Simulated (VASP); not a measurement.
InSb3: single point with PBEsol

Crystal: InSb3.

```
CELL_PARAMETERS angstrom
4.72824 0.00000 0.00000
0.00000 4.72824 0.00000
0.00000 0.00000 4.72824
ATOMIC_POSITIONS crystal
In 0.00000 0.00000 0.00000
Sb 0.44290 0.00000 0.50000
Sb 0.00000 0.50000 0.50000
Sb 0.50000 0.50000 0.00000
```

This cell differs from its parent crystal: atom 2 (Sb) moved -0.270 Å along Cartesian [1 0 0].

```json
{
 "Program": "VASP 6.6.1",
 "Task": "single point",
 "Functional": "PBEsol",
 "Potentials or basis": "VASP PAW PBE potentials, release 64 (In_d, Sb)",
 "Cutoff": "500 eV",
 "k mesh": "10 × 10 × 10",
 "Occupations": "gaussian, width 0.15 eV",
 "Spin": "no spin polarisation"
}
```

```json
{
  "Pressure": "0.6 GPa",
  "Largest force": "0.349 eV/Å",
  "Band gap on the k mesh": "zero (bands 14 and 15 overlap by 4.81 eV)"
}
```

Forces in eV/Å, atoms in the order of the input:
```
In  -0.349  0.000  0.000
Sb   0.298  0.000  0.000
Sb  -0.215  0.000  0.000
Sb   0.265  0.000  0.000
```

Stress tensor (GPa, compression positive):
```
0.23 0.00 0.00
0.00 0.80 0.00
0.00 0.00 0.78
```

Levels at points of the mesh, in eV from the Fermi level:
| k point | band 12 | band 13 | band 14 | band 15 | band 16 | band 17 |
| --- | --- | --- | --- | --- | --- | --- |
| (0.00, 0.00, 0.00) | -3.62 | 0.45 | 0.50 | 0.52 | 1.72 | 1.79 |
| (0.50, 0.00, 0.00) | -2.14 | -2.10 | -1.22 | -0.91 | 2.22 | 2.28 |
| (0.00, 0.50, 0.00) | -2.35 | -2.28 | -0.99 | -0.79 | 2.24 | 2.25 |
| (0.00, 0.00, 0.50) | -2.27 | -2.20 | -1.06 | -0.99 | 2.02 | 2.29 |
| (0.50, 0.50, 0.00) | -1.63 | -1.43 | -1.30 | -1.13 | -0.36 | 1.16 |
| (0.00, 0.50, 0.50) | -1.65 | -1.40 | -1.13 | -0.69 | -0.31 | 0.89 |
| (0.50, 0.00, 0.50) | -1.65 | -1.53 | -1.11 | -0.60 | -0.31 | 0.97 |
| (0.50, 0.50, 0.50) | -5.16 | -4.68 | 3.68 | 3.84 | 3.85 | 3.86 |

Run time: 4 min on 1 thread of Oxide Virtual Turin-like Processor, with other jobs on the host, peak memory 0.51 GiB.

Caveat: the cell differs from its parent crystal (atom 2 (Sb) moved -0.270 Å along Cartesian [1 0 0]); the PAW data sets were made with another functional, which shifts forces and pressure a little; spin-orbit coupling is left out, which moves the levels of the heavy elements.
